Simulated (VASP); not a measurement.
HgSe2, 12 atoms in the cell. Symmetry: Pa-3, No. 205, cubic system. Conventional cell: a = 6.864 Å, b = 6.864 Å, c = 6.864 Å, α = 90.00°, β = 90.00°, γ = 90.00°. Within 3.8 Å of Hg (site symmetry -3) lie 6 Se at 2.91 Å. Within 3.1 Å of Se (site symmetry 3) lie 1 Se at 2.38 Å and 3 Hg at 2.91 Å. 

```yaml
Program: VASP 6.6.1
Task: single point
Functional: PBE
Potentials_or_basis: VASP PAW PBE potentials, release 64 (Hg, Se)
Cutoff: 520 eV
k_mesh: 6 × 6 × 6
Occupations: gaussian, width 0.1 eV
Spin: no spin polarisation
Dipole_correction: no
Further_INCAR_settings: ALGO = Normal; EDIFF = 1e-06; NBANDS = 60
```

Potentials or basis: VASP PAW PBE potentials, release 64 (Hg, Se).

Launch:

```sh
$ cat potpaw_PBE.64/Hg/POTCAR potpaw_PBE.64/Se/POTCAR > POTCAR
$ mpirun -np 1 vasp_std > vasp.out
```

Hardware: 1 thread of Intel(R) Xeon(R) Platinum 8259CL CPU @ 2.50GHz (Skylake/Cascade Lake), with other jobs on the host.

Task: Estimate the wall time of this run.

Result: It took 11 min on 1 thread of Intel(R) Xeon(R) Platinum 8259CL CPU @ 2.50GHz (Skylake/Cascade Lake), with other jobs on the host, peak memory 0.61 GiB. Counts: scf iterations 14, k points 24.
